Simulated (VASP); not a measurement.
Write the native input for VASP 6.6.1 that does the following.

```
Task                   : single point
Functional             : r2SCAN
Potentials or basis    : VASP PAW PBE potentials, release 64 (Si, Ge_d)
Cutoff                 : 520 eV
k mesh                 : 12 × 12 × 6
Occupations            : gaussian, width 0.02 eV
Spin                   : no spin polarisation
Dipole correction      : no
Further INCAR settings : ALGO = Normal; EDIFF = 1e-06; NBANDS = 26
```

Crystal: SiGe.

```
Si Ge
1.0
     3.73108    0.00000    0.00000
    -1.86554    3.23121    0.00000
     0.00000    0.00000    6.18691
Si Ge
2 2
Direct
  0.66667 0.33333 0.87388
  0.33333 0.66667 0.37388
  0.66667 0.33333 0.50112
  0.33333 0.66667 0.00112
```

These files were run (other wordings do the same):

POSCAR

```
SiGe
1.0
    3.7310757742      0.0000000000      0.0000000000
   -1.8655378871      3.2312064039      0.0000000000
    0.0000000000      0.0000000000      6.1869130863
Si Ge
2 2
Direct
    0.6666666667      0.3333333333      0.8738834844
    0.3333333333      0.6666666667      0.3738834844
    0.6666666667      0.3333333333      0.5011155156
    0.3333333333      0.6666666667      0.0011155156
```

INCAR.step1

```
PREC     = Accurate       # precision mode
ENCUT    = 520            # plane-wave cutoff, eV
ISMEAR   = 0              # smearing method
SIGMA    = 0.02           # smearing width, eV
LREAL    = F              # projectors in reciprocal space
LASPH    = T              # aspherical terms in the spheres
NELM     = 100            # most SCF steps
NBANDS   = 26             # bands
GGA      = PE             # functional
ALGO     = Normal         # electronic algorithm
EDIFF    = 1E-4           # SCF threshold, eV
LWAVE    = T              # write WAVECAR
LCHARG   = F              # write CHGCAR
```

INCAR.step2

```
PREC     = Accurate       # precision mode
ENCUT    = 520            # plane-wave cutoff, eV
EDIFF    = 1E-6           # SCF threshold, eV
ISMEAR   = 0              # smearing method
SIGMA    = 0.02           # smearing width, eV
LREAL    = F              # projectors in reciprocal space
LASPH    = T              # aspherical terms in the spheres
NELM     = 100            # most SCF steps
ALGO     = Normal         # electronic algorithm
ISIF     = 2              # what is computed and relaxed
LWAVE    = F              # write WAVECAR
LCHARG   = F              # write CHGCAR
METAGGA  = R2SCAN         # meta-GGA
LMIXTAU  = T            
NBANDS   = 26             # bands
ISTART   = 1
```

KPOINTS

```
regular mesh
0
Gamma
  12 12 6
```

Potentials or basis: VASP PAW PBE potentials, release 64 (Si, Ge_d).

Launch:

```console
$ cat potpaw_PBE.64/Si/POTCAR potpaw_PBE.64/Ge_d/POTCAR > POTCAR
$ cp INCAR.step1 INCAR
$ mpirun -np 1 vasp_std > vasp.out
$ cp INCAR.step2 INCAR
$ mpirun -np 1 vasp_std > vasp.out
```

It gave:

```json
{"Pressure": "14.9 GPa", "Band gap on the k mesh": "0.42 eV, indirect (least direct gap 1.22 eV)"}
```

Caveat: the PAW data sets were made with another functional, which shifts forces and pressure a little.

It took 6.1 min on 1 thread of Intel(R) Xeon(R) Platinum 8259CL CPU @ 2.50GHz (Skylake/Cascade Lake), on a shared host, peak memory 0.27 GiB.
